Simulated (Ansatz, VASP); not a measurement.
# One calculation of Hf2SiO4, two programs

```
CELL_PARAMETERS angstrom
5.49354 -1.68896 0.00924
5.49354 1.68896 0.00924
-1.31006 0.00000 5.78023
ATOMIC_POSITIONS crystal
Hf 0.76747 0.76747 0.74892
Hf 0.23253 0.23253 0.25108
Si 0.00000 0.00000 0.00000
O 0.81409 0.81409 0.41194
O 0.18591 0.18591 0.58806
O 0.64797 0.64797 0.98481
O 0.35203 0.35203 0.01519
```

Change from the starting cell: species swapped into the VCr2Te4 type (C2/m, No. 12).

Alike in both runs: functional PBE; k mesh 8 × 8 × 6; occupations gaussian, width 0.02 eV; no spin polarisation.

Ansatz relaxed the structure, and its values are those at the end. VASP's run is a single point on that final structure, the one shown.

|  | VASP | Ansatz |
| --- | --- | --- |
| version | VASP 6.6.1 | Ansatz 0.2.0 |
| potentials or method | VASP PAW PBE potentials, release 64 (Hf_pv, Si, O), cutoff 520 eV | scalar-relativistic, plane waves, PAW |
| valence electrons in the cell | 48 | 80 |

Ansatz gave:

- gap on the k mesh at the Fermi level (eV): 0.75
- least direct gap on the mesh (eV): 1.34
- pressure (GPa): 0.0
- rms of the force components (eV/Å): 0.003

Task: Which values does VASP return?

Result: gap on the k mesh at the Fermi level (eV): 0.74; least direct gap on the mesh (eV): 1.34; pressure (GPa): -1.6; rms of the force components (eV/Å): 0.067.

VASP's potentials hold 48 valence electrons a cell and Ansatz's 80, so a difference there can come from the potentials and not from the codes.

Spin-orbit coupling is off throughout.
